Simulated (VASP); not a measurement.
Write the native input for VASP 6.6.1 that does the following.

```
Task                   : relaxation of cell and atoms
Functional             : PBE
Potentials or basis    : VASP PAW PBE potentials, release 64 (Ga_d, N)
Cutoff                 : 600 eV
k mesh                 : 11 × 11 × 11
Occupations            : fermi-dirac, width 0.05 eV
Spin                   : no spin polarisation
Dipole correction      : no
Further INCAR settings : ALGO = Normal; EDIFF = 1e-07; IBRION = 2; EDIFFG = -0.01; NSW = 60; ISIF = 3
```

The structure of GaN lies in POSCAR:

```
GaN
1.0
    0.0000000000      2.1352350000      2.1352350000
    2.1352350000      0.0000000000      2.1352350000
    2.1352350000      2.1352350000      0.0000000000
Ga N
1 1
Direct
    0.0000000000      0.0000000000      0.0000000000
    0.5000000000      0.5000000000      0.5000000000
```

These files were run (other wordings do the same):

INCAR

```
SYSTEM = GaN
PREC = Accurate ; ENCUT = 600
EDIFF = 1E-7 ; ISMEAR = -1
SIGMA = 0.05 ; LREAL = .False.
LASPH = .True. ; NELM = 60
ALGO = Normal ; ISIF = 3
LWAVE = .False. ; LCHARG = .False.
GGA = PE ; IBRION = 2
NSW = 60 ; EDIFFG = -0.01
```

KPOINTS

```
regular mesh
0
Gamma
  11 11 11
  0 0 0
```

Potentials or basis: VASP PAW PBE potentials, release 64 (Ga_d, N).

Launch:

```console
$ cat potpaw_PBE.64/Ga_d/POTCAR potpaw_PBE.64/N/POTCAR > POTCAR
$ mpirun -np 1 vasp_std > vasp.out
```

It gave:

| Quantity | Value |
| --- | --- |
| Relaxed volume | 9.75 Å³/atom |
| Relaxed cell | a = 3.021 Å, b = 3.021 Å, c = 3.021 Å, α = 60.00°, β = 60.00°, γ = 60.00° |
| Space group after relaxing (to 0.05 Å) | Fm-3m (No. 225) |
| Energy gained by relaxing | 0.0 meV/atom |
| Ionic steps | 3 |
| Pressure after relaxing | 0.0 GPa |
| Band gap on the k mesh | 0.53 eV, indirect (least direct gap 2.35 eV) |

Run time: 15 s on 1 thread of Intel(R) Xeon(R) 6975P-C (Granite Rapids) (shared host), peak memory 0.15 GiB.
